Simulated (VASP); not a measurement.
AlP:

```xyz
2
Lattice="0.0000 2.8025 2.8025 2.8025 0.0000 2.8025 2.8025 2.8025 0.0000" Properties=species:S:1:pos:R:3 pbc="T T T"
Al    0.0000    0.0000    0.0000
P     1.4012    1.4012    1.4012
```

Base run:

* Program: VASP 6.6.1
* Functional: PBE
* Potentials or basis: VASP PAW PBE potentials, release 64 (Al, P)
* Cutoff: 500 eV
* k mesh: 6 × 6 × 6
* Occupations: gaussian, width 0.01 eV
* Spin: no spin polarisation

Its results: band gap on the k mesh 1.72 eV, indirect (least direct gap 2.64 eV); pressure -3.9 GPa.

Problem. The run is repeated on the same cell with these changes: k mesh from 6 × 6 × 6 to 3 × 3 × 3. What comes out?

Solution. Band gap on the k mesh 2.21 eV, indirect (least direct gap 2.62 eV); pressure -2.9 GPa.

Caveats: some runs use coarse meshes.

A k mesh can miss the band edges.
